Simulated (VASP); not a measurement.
A run of VASP 6.6.1 is set up as follows.

INCAR

```
SYSTEM = SnSe2
  ALGO = Normal
  EDIFF = 1E-6
  ENCUT = 500
  GGA = PS
  GGA_COMPAT = .FALSE.
  ISIF = 2
  ISMEAR = 0
  LASPH = .TRUE.
  LCHARG = .FALSE.
  LREAL = .FALSE.
  LWAVE = .FALSE.
  NBANDS = 20
  NELM = 120
  PREC = Accurate
  SIGMA = 0.02
```

Contents of KPOINTS:

```
k-points
0
G
  9 9 4
  0 0 0
```

Contents of POSCAR:

```
SnSe2
1.0
    3.8177983057      0.0000000000      0.0000000000
   -1.9088991529      3.3063103193      0.0000000000
    0.0000000000      0.0000000000      6.1503276880
Sn Se
1 2
Direct
    0.0000000000      0.0000000000      0.0000000000
    0.6666666667      0.3333333333      0.7420245407
    0.3333333333      0.6666666667      0.2579754593
```

Potentials or basis: VASP PAW PBE potentials, release 64 (Sn_d, Se).

The run is started by

```sh
$ cat potpaw_PBE.64/Sn_d/POTCAR potpaw_PBE.64/Se/POTCAR > POTCAR
$ mpirun -np 1 vasp_std > vasp.out
```

(1) What does it give for the largest force?

(2) Predict the pressure.

(3) What does it give for the band gap on the k mesh?

## Answers

(1) 0.020 eV/Å.

(2) 0.1 GPa.

(3) 0.60 eV (least direct gap 0.98 eV).

Caveat: the PAW data sets were made with another functional, which shifts forces and pressure a little; spin-orbit coupling is left out, which moves the levels of the heavy elements; an odd mesh through Γ misses points on the zone boundary, where band edges can lie; this functional lacks dispersion, which binds the layers, so the pressure and a relaxed spacing across them are unreliable.
